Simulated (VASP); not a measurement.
# ZnS (F-43m) in VASP: notebook, part 2 of 2

VASP 6.6.1. Earlier steps stand in the parts before.

## 4. Relaxation of cell and atoms, r2SCAN+rVV10

Input file POSCAR:

```
ZnS
1.0
    0.0000000000      2.6936828800      2.6936828800
    2.6936828800      0.0000000000      2.6936828800
    2.6936828800      2.6936828800      0.0000000000
Zn S
1 1
Direct
    0.0000000000      0.0000000000      0.0000000000
    0.7500000000      0.7500000000      0.7500000000
```

Input file INCAR.step1:

```
SYSTEM = ZnS
ALGO     = Normal         ! electronic algorithm
EDIFF    = 1E-5           ! SCF threshold, eV
EDIFFG   = -0.005         ! ionic threshold
ENCUT    = 550            ! plane-wave cutoff, eV
GGA      = PE             ! functional
GGA_COMPAT= .False.      
IBRION   = 2              ! ionic algorithm
ISIF     = 3              ! what is computed and relaxed
ISMEAR   = 0              ! smearing method
LASPH    = .True.         ! aspherical terms in the spheres
LCHARG   = .False.        ! write CHGCAR
LREAL    = .False.        ! projectors in reciprocal space
LWAVE    = .True.         ! write WAVECAR
NELM     = 120            ! most SCF steps
NELMIN   = 4            
NSW      = 100            ! ionic steps
PREC     = Accurate       ! precision mode
SIGMA    = 0.02           ! smearing width, eV
```

Input file INCAR.step2:

```
SYSTEM = ZnS
ALGO     = Normal         ! electronic algorithm
BPARAM   = 11.95        
CPARAM   = 0.0093       
EDIFF    = 1E-7           ! SCF threshold, eV
EDIFFG   = -0.002         ! ionic threshold
ENCUT    = 550            ! plane-wave cutoff, eV
GGA_COMPAT= .False.      
IBRION   = 2              ! ionic algorithm
ISIF     = 3              ! what is computed and relaxed
ISMEAR   = 0              ! smearing method
ISTART   = 1            
IVDW_NL  = 2            
LASPH    = .True.         ! aspherical terms in the spheres
LCHARG   = .False.        ! write CHGCAR
LMIXTAU  = .True.       
LREAL    = .False.        ! projectors in reciprocal space
LUSE_VDW = .True.       
LWAVE    = .False.        ! write WAVECAR
METAGGA  = R2SCAN         ! meta-GGA
NELM     = 120            ! most SCF steps
NELMIN   = 4            
NSW      = 100            ! ionic steps
PREC     = Accurate       ! precision mode
SIGMA    = 0.02           ! smearing width, eV
```

Input file KPOINTS:

```
k-points
0
Gamma
  8 8 8
  0 0 0
```

Potentials or basis: VASP PAW PBE potentials, release 64 (Zn, S).

Launch:

```sh
cat potpaw_PBE.64/Zn/POTCAR potpaw_PBE.64/S/POTCAR > POTCAR
cp INCAR.step1 INCAR
mpirun -np 1 vasp_std > vasp.out
cp INCAR.step2 INCAR
mpirun -np 1 vasp_std > vasp.out
```

OUTCAR:

```text
SYSTEM = ZnS
   BPARAM = 11.95
   EDIFF = 1E-7
   EDIFFG = -0.002
   ENCUT = 550
   IBRION = 2
   ISIF = 3
   ISMEAR = 0
   ISTART = 1
   IVDW_NL = 2
   LASPH = .True.
   LREAL = .False.
   METAGGA = R2SCAN
   NELM = 120
   NELMIN = 4
   NSW = 100
   PREC = Accurate

 ion  position               nearest neighbor table
   1  0.000  0.000  0.000-   2 2.33   2 2.33   2 2.33   2 2.33
   2  0.750  0.750  0.750-   1 2.33   1 2.33   1 2.33   1 2.33

  LATTYP: Found a face centered cubic cell.
 ALAT       =     5.3873657600

  Lattice vectors:

 A1 = (   0.0000000000,   2.6936828800,   2.6936828800)
 A2 = (   2.6936828800,   0.0000000000,   2.6936828800)
 A3 = (   2.6936828800,   2.6936828800,   0.0000000000)

Analysis of symmetry for initial positions (statically):
=====================================================================
[... 298 lines left out ...]
 fundamental gap:      2.7112112332
 Fermi energy:         2.1587568571

 k-point     1 :       0.0000    0.0000    0.0000
  band No.  band energies     occupation
      1     -11.8201      2.00000
      2      -4.5683      2.00000
      3      -4.5683      2.00000
      4      -4.5683      2.00000
      5      -3.9967      2.00000
      6      -3.9967      2.00000
      7       2.0016      2.00000
      8       2.0016      2.00000
      9       2.0016      2.00000
     10       4.7128      0.00000
     11       8.8679      0.00000
     12       8.8679      0.00000
     13       8.8679      0.00000
[... 354 lines left out ...]
  band No.  band energies     occupation
      1     -10.6710      2.00000
      2      -4.4254      2.00000
      3      -4.3623      2.00000
      4      -4.0635      2.00000
      5      -3.9856      2.00000
      6      -3.7229      2.00000
      7      -3.0887      2.00000
      8      -0.4538      2.00000
      9       0.4531      2.00000
     10       7.4131      0.00000
     11       8.2824      0.00000
     12      10.4128      0.00000
     13      11.5970      0.00000

 [... further k-points ...]
[... 5 lines left out ...]
  --------------------------------------------------------------------------------------
  -------------------------------------------------------------------------------------
  Total        0.0010743      0.0010743      0.0010743     -0.0000000     -0.0000000     -0.0000000
  in kB        0.0444503      0.0444503      0.0444503     -0.0000000     -0.0000000     -0.0000000
  external PRESSURE =       0.0444503 kB  Pullay stress =       0.0000000 kB
[... 17 lines left out ...]
  FREE ENERGIE OF THE ION-ELECTRON SYSTEM (eV)
  ---------------------------------------------------
  free  energy   TOTEN  =       -18.3599875753 eV

  energy  without entropy=      -18.3599875753  energy(sigma->0) =      -18.35998758

 reached required accuracy - stopping structural energy minimisation
```

OUTCAR.step1:

```text
SYSTEM = ZnS
   EDIFF = 1E-5
   EDIFFG = -0.005
   ENCUT = 550
   GGA = PE
   IBRION = 2
   ISIF = 3
   ISMEAR = 0
   LASPH = .True.
   LREAL = .False.
[... 674 lines left out ...]
  -------------------------------------------------------------------------------------
  Total       -0.0041727     -0.0041727     -0.0041727      0.0000000      0.0000000     -0.0000000
  in kB       -0.1656121     -0.1656121     -0.1656121      0.0000000      0.0000000     -0.0000000
  external PRESSURE =      -0.1656121 kB  Pullay stress =       0.0000000 kB
[... 17 lines left out ...]
  FREE ENERGIE OF THE ION-ELECTRON SYSTEM (eV)
  ---------------------------------------------------
  free  energy   TOTEN  =        -6.8521151359 eV

  energy  without entropy=       -6.8521151359  energy(sigma->0) =       -6.85211514

 reached required accuracy - stopping structural energy minimisation
```

Run time: 7.1 min. Hardware: 1 thread of Intel Xeon Platinum 8375C at 2.90GHz (Ice Lake), shared host; peak memory 0.28 GiB.

Results:

| Property | Result |
| --- | --- |
| Free energy | -18.3600 eV |
| Relaxed volume | 19.36 Å³/atom |
| Relaxed cell | a = 3.797 Å, b = 3.797 Å, c = 3.797 Å, α = 60.00°, β = 60.00°, γ = 60.00° |
| Space group after relaxing (to 0.1 Å) | F-43m (No. 216) |
| Energy gained by relaxing | 0.5 meV/atom |
| Ionic steps | 4 |
| Pressure after relaxing | 0.0 GPa |
| Band gap on the k mesh | 2.71 eV |

The path:
```
step  energy change (eV)  largest force (eV/Å)  pressure (GPa)  volume (Å³)
   1              0.0000                0.0000           -0.73        39.09
   2             -0.0010                0.0000            0.28        38.59
   3             -0.0011                0.0000            0.07        38.68
   4             -0.0011                0.0000            0.00        38.72
```

Final structure:
```yaml
crystal:
  lattice:
    - [0.00000, 2.68517, 2.68517]
    - [2.68517, 0.00000, 2.68517]
    - [2.68517, 2.68517, 0.00000]
  atoms:
    - { symbol: Zn, position: [0.00000, 0.00000, 0.00000] }
    - { symbol: S, position: [0.75000, 0.75000, 0.75000] }
```

Levels at points of the mesh, in eV from the valence-band top:
| k point | band 7 | band 8 | band 9 | band 10 | band 11 | band 12 |
| --- | --- | --- | --- | --- | --- | --- |
| (0.00, 0.00, 0.00) | 0.00 | 0.00 | 0.00 | 2.71 | 6.87 | 6.87 |
| (0.50, 0.00, 0.00) | -5.54 | -0.92 | -0.92 | 3.82 | 7.35 | 7.35 |
| (0.50, 0.50, 0.00) | -4.70 | -2.36 | -2.36 | 3.62 | 4.44 | 11.85 |

Caveat: the PAW data sets were made with another functional, which shifts forces and pressure a little.

## 5. The runs side by side

| task | cell | k mesh | smearing | gap on the mesh (eV) | pressure (GPa) |
| --- | --- | --- | --- | --- | --- |
| single point | a = 3.809 Å, angles 60.0°, 2 atoms | 6 × 6 × 6 | gaussian 0.1 eV | 2.67 | -0.8 |
| single point | a = 3.796 Å, angles 60.0°, 2 atoms | 8 × 8 × 8 | gaussian 0.02 eV | 2.72 | 0.1 |
| relaxation of cell and atoms | relaxed from a = 3.809 Å, angles 60.0°, 2 atoms | 8 × 8 × 8 | gaussian 0.02 eV | 2.71 | 0.0 |

Alike in all rows: level r2SCAN+rVV10; potentials or basis VASP PAW PBE potentials, release 64 (Zn, S); no spin polarisation; cutoff (eV) 550.

Caveats: the PAW data sets were made with another functional, which shifts forces and pressure a little.

Total energies depend on the potentials used, so only differences within one code and one set of settings carry meaning.
